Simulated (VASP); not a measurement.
A run of VASP 6.6.1 is set up as follows.

The input INCAR:

```
PREC = Accurate
ENCUT = 600
EDIFF = 1E-6
ISMEAR = -1
SIGMA = 0.08
LREAL = F
LASPH = T
NELM = 100
ALGO = Normal
ISIF = 3
LWAVE = F
LCHARG = F
GGA = PS
IBRION = 2
NSW = 32
EDIFFG = -0.005
PSTRESS = 1200.0
```

The input KPOINTS:

```
regular mesh
0
Gamma
  14 14 14
```

The input POSCAR:

```
Ge
1.0
    0.0000000000      2.3766754867      2.3766754867
    2.3766754867      0.0000000000      2.3766754867
    2.3766754867      2.3766754867      0.0000000000
Ge
2
Direct
   -0.1250000000     -0.1250000000     -0.1250000000
    0.1250000000      0.1250000000      0.1250000000
```

Potentials or basis: VASP PAW PBE potentials, release 64 (Ge_d).

Command:

```console
$ cat potpaw_PBE.64/Ge_d/POTCAR > POTCAR
$ mpirun -np 1 vasp_std > vasp.out
```

Q: What does it give for the relaxed cell?

A: a = 3.363 Å, b = 3.363 Å, c = 3.363 Å, α = 60.00°, β = 60.00°, γ = 60.00°.

Q: Predict the relaxed volume.

A: 13.44 Å³/atom.

Q: What does it give for the band gap on the k mesh?

A: Zero (bands 14 and 15 overlap by 0.71 eV).

Step by step:
| step | energy change (eV) | largest force (eV/Å) | pressure (GPa) | volume (Å³) |
| --- | --- | --- | --- | --- |
| 1 | 0.0000 | 0.0000 | 120.39 | 26.85 |
| 2 | -0.0954 | 0.0000 | 118.29 | 26.98 |
| 3 | -0.0287 | 0.0000 | 120.03 | 26.89 |

Caveat: the cell is relaxed towards a set pressure, so the run minimises the enthalpy, not the energy; semilocal functionals underestimate gaps, so a narrow gap can read as zero; the PAW data sets were made with another functional, which shifts forces and pressure a little.
